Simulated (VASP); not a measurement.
# Mo (Im-3m) in VASP: further runs

The runs below take Mo through single point, relaxation of cell and atoms, with PBE.

All numbers are computed with VASP 6.6.1; they aren't measurements. Logs are shortened: lines on timing, memory, paths and dates and some standing lists are left out, and cuts for length are marked.

### Step 1. The cell of the first run

Symmetry: Im-3m, No. 229, cubic system. The conventional cell has a = 3.161 Å, b = 3.161 Å, c = 3.161 Å, α = 90.00°, β = 90.00°, γ = 90.00°. Within 3.6 Å of Mo (site symmetry m-3m) lie 14 Mo at 2.74 to 3.16 Å.

### Step 2. Single point, PBE

Contents of INCAR:

```
PREC     = Accurate       # precision mode
ENCUT    = 520            # plane-wave cutoff, eV
EDIFF    = 1E-6           # SCF threshold, eV
ISMEAR   = -1             # smearing method
SIGMA    = 0.1            # smearing width, eV
LREAL    = False          # projectors in reciprocal space
LASPH    = True           # aspherical terms in the spheres
NELM     = 80             # most SCF steps
ALGO     = Normal         # electronic algorithm
ISIF     = 2              # what is computed and relaxed
LWAVE    = False          # write WAVECAR
LCHARG   = False          # write CHGCAR
GGA      = PE             # functional
NBANDS   = 13             # bands
```

Contents of KPOINTS:

```
Automatic mesh
0
Gamma
  19 19 19
```

Contents of POSCAR:

```
Mo
1.0
   -1.5804199559      1.5804199559      1.5804199559
    1.5804199559     -1.5804199559      1.5804199559
    1.5804199559      1.5804199559     -1.5804199559
Mo
1
Direct
    0.0000000000      0.0000000000      0.0000000000
```

Potentials or basis: VASP PAW PBE potentials, release 64 (Mo_sv).

On the command line:

```
$ cat potpaw_PBE.64/Mo_sv/POTCAR > POTCAR
$ mpirun -np 1 vasp_std > vasp.out
```

OUTCAR:

```text
PREC = Accurate
   ENCUT = 520
   EDIFF = 1E-6
   ISMEAR = -1
   LREAL = False
   LASPH = True
   NELM = 80
   ISIF = 2
   GGA = PE

 ion  position               nearest neighbor table
   1  0.000  0.000  0.000-

  LATTYP: Found a body centered cubic cell.
 ALAT       =     3.1608399118

  Lattice vectors:

 A1 = (  -1.5804199559,   1.5804199559,   1.5804199559)
 A2 = (   1.5804199559,  -1.5804199559,   1.5804199559)
 A3 = (   1.5804199559,   1.5804199559,  -1.5804199559)

Analysis of symmetry for initial positions (statically):
=====================================================================
 Subroutine PRICEL returns:
 Original cell was already a primitive cell.

 Routine SETGRP: Setting up the symmetry group for a
 body centered cubic supercell.

 Subroutine GETGRP returns: Found 48 space group operations
 (whereof 48 operations were pure point group operations)
 out of a pool of 48 trial point group operations.

The static configuration has the point symmetry O_h .

Analysis of symmetry for dynamics (positions and initial velocities):
=====================================================================
 Subroutine PRICEL returns:
 Original cell was already a primitive cell.

 Routine SETGRP: Setting up the symmetry group for a
 body centered cubic supercell.

 Subroutine GETGRP returns: Found 48 space group operations
 (whereof 48 operations were pure point group operations)
 out of a pool of 48 trial point group operations.

The dynamic configuration has the point symmetry O_h .

 Subroutine INISYM returns: Found 48 space group operations
 (whereof 48 operations are pure point group operations),
 and found     1 'primitive' translations

----------------------------------------------------------------------------------------

                                     Primitive cell

  volume of cell :      15.7898

  direct lattice vectors                    reciprocal lattice vectors
    -1.580419956  1.580419956  1.580419956     0.000000000  0.316371606  0.316371606
     1.580419956 -1.580419956  1.580419956     0.316371606  0.000000000  0.316371606
     1.580419956  1.580419956 -1.580419956     0.316371606  0.316371606  0.000000000

  length of vectors
     2.737367661  2.737367661  2.737367661     0.447417016  0.447417016  0.447417016

  position of ions in fractional coordinates (direct lattice)
     0.000000000  0.000000000  0.000000000

  ion indices of the primitive-cell ions
   primitive index   ion index
                 1           1

----------------------------------------------------------------------------------------

 KPOINTS: Automatic mesh

Automatic generation of k-mesh.
 Grid dimensions read from file:
 generate k-points for:   19   19   19

 Generating k-lattice:

  Cartesian coordinates                     Fractional coordinates (reciprocal lattice)
     0.000000000  0.016651137  0.016651137     0.052631579  0.000000000  0.000000000
     0.016651137  0.000000000  0.016651137     0.000000000  0.052631579  0.000000000
     0.016651137  0.016651137  0.000000000     0.000000000  0.000000000  0.052631579

  Length of vectors
     0.023548264  0.023548264  0.023548264

  Shift w.r.t. Gamma in fractional coordinates (k-lattice)
     0.000000000  0.000000000  0.000000000

 Subroutine IBZKPT returns following result:
 ===========================================

 Found    220 irreducible k-points:

 Following reciprocal coordinates:
            Coordinates               Weight
  0.000000  0.000000  0.000000      1.000000
  0.052632  0.000000  0.000000     12.000000
  0.105263  0.000000  0.000000     12.000000
  0.157895  0.000000  0.000000     12.000000
  0.210526  0.000000  0.000000     12.000000
  0.263158  0.000000  0.000000     12.000000
[... 16 lines left out ...]
  0.263158  0.105263  0.000000     48.000000
  0.315789  0.105263 -0.000000     48.000000
 [... further k-points ...]
   k-points           NKPTS =    220   k-points in BZ     NKDIM =    220   number of bands    NBANDS=     13
   number of dos      NEDOS =    301   number of ions     NIONS =      1
   total plane-waves  NPLWV =   8000
   dimension x,y,z NGX =    20 NGY =   20 NGZ =   20
   dimension x,y,z NGXF=    40 NGYF=   40 NGZF=   40
   ions per type =               1
   NGX,Y,Z   is equivalent  to a cutoff of  12.15, 12.15, 12.15 a.u.
   NGXF,Y,Z  is equivalent  to a cutoff of  24.29, 24.29, 24.29 a.u.
 SYSTEM =  unknown system
   PREC   = accura    normal or accurate (medium, high low for compatibility)
   ISTART =      0    job   : 0-new  1-cont  2-samecut
   ICHARG =      2    charge: 1-file 2-atom 10-const
   ISPIN  =      1    spin polarized calculation?
   LNONCOLLINEAR =      F non collinear calculations
   LSORBIT =      F    spin-orbit coupling
   LASPH  =      T    aspherical Exc in radial PAW
   ENCUT  =  520.0 eV  38.22 Ry    6.18 a.u.   5.09  5.09  5.09*2*pi/ulx,y,z
   NELM   =     80;   NELMIN=  2; NELMDL= -5     # of ELM steps
   EDIFF  = 0.1E-05   stopping-criterion for ELM
   LREAL  =      F    real-space projection
   EDIFFG = 0.1E-04   stopping-criterion for IOM
   NSW    =      0    number of steps for IOM
   IBRION =     -1    ionic relax: 0-MD 1-quasi-New 2-CG
   NFREE  =      0    steps in history (QN), initial steepest desc. (CG)
   ISIF   =      2    stress and relaxation
   ISYM   =      2    0-nonsym 1-usesym 2-fastsym
   POTIM  = 0.5000    time-step for ionic-motion
   TEBEG  =    0.0;   TEEND  =   0.0 temperature during run
   PSTRESS=    0.0 pullay stress
   NELECT =      14.0000    total number of electrons
   NUPDOWN=      -1.0000    fix difference up-down
   EMIN   =  10.00;   EMAX   =-10.00  energy-range for DOS
   EFERMI =   0.00;   METHOD = LEGACY
   ISMEAR =    -1;   SIGMA  =   0.10  broadening in eV -4-tet -1-fermi 0-gaus
   EFERMI_NEDOS =   21; number of points for ismear=-14 and -15
   IALGO  =     38    algorithm
   IMIX   =      4    mixing-type and parameters
     AMIX     =   0.40;   BMIX     =  1.00
     AMIX_MAG =   1.60;   BMIX_MAG =  1.00
  volume/ion in A,a.u.               =      15.79       106.56
  Fermi-wavevector in a.u.,A,eV,Ry     =   1.572745  2.972057 33.654380  2.473527
  Thomas-Fermi vector in A             =   2.674133
   LORBIT       =      0    0 simple, 1 ext, 2 COOP (PROOUT), +10 PAW based schemes
   GGA     = PE    functional components
   LHFCALC =     F    Hartree Fock is set to
   AEXX    =    0.0000 exact exchange contribution
   IVDW    =     0    specifies the selected vdW correction
   LEPSILON=     F    determine dielectric tensor
   LRPA    =     F    only Hartree local field effects (RPA)
 non-spin polarized calculation
  energy-cutoff  :      520.00
  volume of cell :       15.79
 maximum number of plane-waves:       437
   NGX = 11   NGY = 11   NGZ = 11

 number of electron      14.0000004 magnetization

 Free energy of the ion-electron system (eV)
  ---------------------------------------------------
  ext. energy  EPLUGINS =         0.00000000
  ---------------------------------------------------
  free energy    TOTEN  =       -10.94594681 eV

  energy without entropy =      -10.92477183  energy(sigma->0) =      -10.93535932

 E-fermi :  12.4296     XC(G=0): -13.3334

 val. band max:       12.4290861380   @ k =  -0.4737  -0.4737   0.0526
 cond. band min:      12.4318231956   @ k =  -0.1579   0.2105   0.1053
 fundamental gap:      0.0027370577
 Fermi energy:        12.4295591065

 k-point     1 :       0.0000    0.0000    0.0000
  band No.  band energies     occupation
      1     -48.8454      2.00000
      2     -22.1346      2.00000
      3     -22.1346      2.00000
      4     -22.1346      2.00000
      5       5.2298      2.00000
      6      11.0886      2.00000
      7      11.0886      2.00000
      8      11.0886      2.00000
      9      14.0771      0.00000
     10      14.0771      0.00000
     11      27.2486      0.00000
     12      27.2486      0.00000
     13      27.2486      0.00000

 k-point     2 :       0.0526    0.0000    0.0000
  band No.  band energies     occupation
      1     -48.8386      2.00000
      2     -22.1740      2.00000
      3     -22.1468      2.00000
      4     -22.1349      2.00000
      5       5.3517      2.00000
      6      11.0199      2.00000
      7      11.0779      2.00000
      8      11.2022      1.99999
      9      13.9743      0.00000
     10      14.0788      0.00000
     11      27.3404      0.00000
     12      27.4535      0.00000
     13      27.4884      0.00000

 k-point     3 :       0.1053    0.0000    0.0000
  band No.  band energies     occupation
      1     -48.8191      2.00000
      2     -22.2868      2.00000
      3     -22.1818      2.00000
      4     -22.1357      2.00000
      5       5.7019      2.00000
      6      10.8275      2.00000
      7      11.0315      2.00000
      8      11.5390      1.99973
      9      13.7395      0.00000
     10      14.0880      0.00000
     11      27.5656      0.00000
     12      28.0526      0.00000
     13      28.0957      0.00000
[... 305 lines left out ...]
 k-point    23 :       0.2632    0.1053    0.0000
  band No.  band energies     occupation
      1     -48.6576      2.00000
      2     -23.1104      2.00000
      3     -22.4625      2.00000
      4     -22.1936      2.00000
      5       7.7929      2.00000
      6       9.6405      2.00000
      7      10.9045      2.00000
      8      13.5246      0.00004
      9      14.6236      0.00000
     10      15.3592      0.00000
     11      26.3603      0.00000
     12      27.2817      0.00000
     13      31.8883      0.00000

 k-point    24 :       0.3158    0.1053   -0.0000
  band No.  band energies     occupation
      1     -48.6240      2.00000
      2     -23.2657      2.00000
      3     -22.5327      2.00000
      4     -22.1966      2.00000
      5       7.7263      2.00000
      6       9.4194      2.00000
      7      11.5877      1.99956
      8      13.7870      0.00000
      9      14.7663      0.00000
     10      16.4196      0.00000
     11      25.3919      0.00000
     12      26.1535      0.00000
     13      30.7512      0.00000

 [... further k-points ...]

------------------------ aborting loop because EDIFF is reached ----------------------------------------

  FORCE on cell =-STRESS in cart. coord.  units (eV):
  Direction    XX          YY          ZZ          XY          YZ          ZX
  --------------------------------------------------------------------------------------
  -------------------------------------------------------------------------------------
  Total        0.0496998      0.0496998      0.0496998      0.0000000      0.0000000      0.0000000
  in kB        5.0429903      5.0429903      5.0429903      0.0000000      0.0000000      0.0000000
  external PRESSURE =       5.0429903 kB  Pullay stress =       0.0000000 kB

 VOLUME and BASIS-vectors are now :
 -----------------------------------------------------------------------------
  energy-cutoff  :      520.00
  volume of cell :       15.79
      direct lattice vectors                 reciprocal lattice vectors
    -1.580419956  1.580419956  1.580419956     0.000000000  0.316371606  0.316371606
     1.580419956 -1.580419956  1.580419956     0.316371606  0.000000000  0.316371606
     1.580419956  1.580419956 -1.580419956     0.316371606  0.316371606  0.000000000

 POSITION                                       TOTAL-FORCE (eV/Angst)
 -----------------------------------------------------------------------------------
      0.00000      0.00000      0.00000         0.000000      0.000000      0.000000
 -----------------------------------------------------------------------------------
    total drift:                                0.000000     -0.000000      0.000000

  FREE ENERGIE OF THE ION-ELECTRON SYSTEM (eV)
  ---------------------------------------------------
  free  energy   TOTEN  =       -10.9459468103 eV

  energy  without entropy=      -10.9247718256  energy(sigma->0) =      -10.93535932
```

Wall time 25 s (1 thread of AMD EPYC 7R43 (Zen 3), shared host); peak memory 0.12 GiB.

What came out:

* Free energy: -10.9459 eV
* Pressure: 0.5 GPa
* Band gap on the k mesh: zero (band 7 reaches 16.17 eV, above the bottom of band 8 at 11.09 eV)

### Step 3. Single point, PBE

Contents of INCAR:

```
ALGO = Normal
EDIFF = 1E-6
ENCUT = 520
GGA = PE
ISIF = 2
ISMEAR = -1
LASPH = True
LCHARG = False
LREAL = False
LWAVE = False
NBANDS = 13
NELM = 100
PREC = Accurate
SIGMA = 0.1
```

Contents of KPOINTS:

```
k-points
0
Gamma
  19 19 19
```

Contents of POSCAR:

```
Mo
1.0
   -1.5804199946      1.5804199946      1.5804199946
    1.5804199946     -1.5804199946      1.5804199946
    1.5804199946      1.5804199946     -1.5804199946
Mo
1
Direct
    0.0000000000      0.0000000000      0.0000000000
```

Potentials or basis: VASP PAW PBE potentials, release 64 (Mo_sv).

On the command line:

```
$ cat potpaw_PBE.64/Mo_sv/POTCAR > POTCAR
$ mpirun -np 1 vasp_std > vasp.out
```

Run time: 25 s. Hardware: 1 thread of AMD EPYC 7R43 (Zen 3), shared host; peak memory 0.12 GiB.

The run converged. Its results:

```yaml
Free_energy: -10.9459 eV
Pressure: 0.5 GPa
Band_gap_on_the_k_mesh: zero (band 7 reaches 16.17 eV, above the bottom of band 8 at 11.09 eV)
```

Levels at points of the mesh, in eV from the Fermi level:
| k point | band 5 | band 6 | band 7 | band 8 | band 9 | band 10 |
| --- | --- | --- | --- | --- | --- | --- |
| (0.00, 0.00, 0.00) | -7.20 | -1.34 | -1.34 | -1.34 | 1.65 | 1.65 |

### Step 4. Relaxation of cell and atoms, PBE

Contents of INCAR:

```
SYSTEM = Mo
ALGO     = Normal         ! electronic algorithm
EDIFF    = 1E-6           ! SCF threshold, eV
EDIFFG   = -0.005         ! ionic threshold
ENCUT    = 600            ! plane-wave cutoff, eV
GGA      = PE             ! functional
IBRION   = 2              ! ionic algorithm
ISIF     = 3              ! what is computed and relaxed
ISMEAR   = -1             ! smearing method
LASPH    = .True.         ! aspherical terms in the spheres
LCHARG   = .False.        ! write CHGCAR
LREAL    = .False.        ! projectors in reciprocal space
LWAVE    = .False.        ! write WAVECAR
NELM     = 80             ! most SCF steps
NSW      = 60             ! ionic steps
PREC     = Accurate       ! precision mode
SIGMA    = 0.1            ! smearing width, eV
```

Contents of KPOINTS:

```
k-points
0
Gamma
  19 19 19
  0 0 0
```

Contents of POSCAR:

```
Mo
1.0
   -1.5813925127      1.5813925127      1.5813925127
    1.5813925127     -1.5813925127      1.5813925127
    1.5813925127      1.5813925127     -1.5813925127
Mo
1
Direct
    0.0000000000      0.0000000000      0.0000000000
```

On the command line:

```
$ cat potpaw_PBE.64/Mo_sv/POTCAR > POTCAR
$ mpirun -np 1 vasp_std > vasp.out
```

Run time: 64 s. Hardware: 1 thread of AMD EPYC 7R43 (Zen 3), shared host; peak memory 0.15 GiB.

It converged, with:

- Free energy: -10.9461 eV
- Relaxed volume: 15.81 Å³/atom
- Relaxed cell: a = 2.739 Å, b = 2.739 Å, c = 2.739 Å, α = 109.47°, β = 109.47°, γ = 109.47°
- Space group after relaxing (to 0.05 Å): Im-3m (No. 229)
- Energy gained by relaxing: 0.0 meV/atom
- Ionic steps: 3
- Pressure after relaxing: 0.0 GPa
- Band gap on the k mesh: zero (band 7 reaches 16.14 eV, above the bottom of band 8 at 11.07 eV)

Final structure:
```yaml
crystal:
  lattice:
    - [-1.58123, 1.58123, 1.58123]
    - [1.58123, -1.58123, 1.58123]
    - [1.58123, 1.58123, -1.58123]
  atoms:
    - { symbol: Mo, position: [0.00000, 0.00000, 0.00000] }
```

Levels at points of the mesh, in eV from the Fermi level:
```csv
k point,band 4,band 5,band 6,band 7,band 8,band 9,band 10,band 11
"(0.00, 0.00, 0.00)",-34.57,-7.19,-1.34,-1.34,-1.34,1.65,1.65,14.82
```

### Step 5. Single point, PBE

This run uses another cell than the first one: it holds 2 atoms, not 1.

Contents of INCAR:

```
SYSTEM = Mo
ALGO     = Normal         ! electronic algorithm
EDIFF    = 1E-6           ! SCF threshold, eV
ENCUT    = 520            ! plane-wave cutoff, eV
GGA      = PE             ! functional
ISIF     = 2              ! what is computed and relaxed
ISMEAR   = -1             ! smearing method
LASPH    = .TRUE.         ! aspherical terms in the spheres
LCHARG   = .TRUE.         ! write CHGCAR
LELF     = .TRUE.         ! ELF
LREAL    = .FALSE.        ! projectors in reciprocal space
LVHAR    = .TRUE.       
LWAVE    = .FALSE.        ! write WAVECAR
NBANDS   = 21             ! bands
NELM     = 60             ! most SCF steps
PREC     = Accurate       ! precision mode
SIGMA    = 0.1            ! smearing width, eV
```

Contents of KPOINTS:

```
k-points
0
G
  13 13 8
  0 0 0
```

Contents of POSCAR:

```
Mo
1.0
   -1.5804199559      1.5804199559      1.5804199559
    1.5804199559     -1.5804199559      1.5804199559
    3.1608399117      3.1608399117      0.0000000000
Mo
2
Direct
    0.0000000000      0.0000000000      0.0000000000
    0.5000000000      0.5000000000      0.5000000000
```

On the command line:

```
$ cat potpaw_PBE.64/Mo_sv/POTCAR > POTCAR
$ mpirun -np 1 vasp_std > vasp.out
```

Wall time 79 s (1 thread of AMD EPYC 7R43 (Zen 3), shared host); peak memory 0.2 GiB.

It converged, with:

```
Free energy            : -21.8969 eV
Pressure               : 0.5 GPa
Band gap on the k mesh : zero (band 14 reaches 14.24 eV, above the bottom of band 15 at 11.61 eV)
```

Levels at points of the mesh, in eV from the Fermi level:
```csv
k point,band 10,band 11,band 12,band 13,band 14,band 15,band 16,band 17,band 18,band 19
"(0.00, 0.00, 0.00)",-5.30,-3.39,-1.38,-1.38,-1.38,1.56,1.61,1.61,1.63,2.25
"(0.00, 0.00, 0.50)",-5.28,-2.50,-2.50,-1.58,-1.58,1.01,1.01,1.08,1.08,1.77
```

### Step 6. The runs side by side

| task | cell | k mesh | cutoff (eV) | gap on the mesh (eV) | pressure (GPa) |
| --- | --- | --- | --- | --- | --- |
| single point | a = 2.737 Å, angles 109.5°, 1 atom | 19 × 19 × 19 | 520 | none | 0.5 |
| relaxation of cell and atoms | relaxed from a = 2.739 Å, angles 109.5°, 1 atom | 19 × 19 × 19 | 600 | none | 0.0 |
| single point | a = 2.737, b = 2.737, c = 4.470 Å, angles 90.0, 90.0, 109.5°, 2 atoms | 13 × 13 × 8 | 520 | none | 0.5 |

Alike in all rows: level PBE; potentials or basis VASP PAW PBE potentials, release 64 (Mo_sv); no spin polarisation; smearing fermi-dirac 0.1 eV.

Total energies depend on the potentials used, so only differences within one code and one set of settings carry meaning.
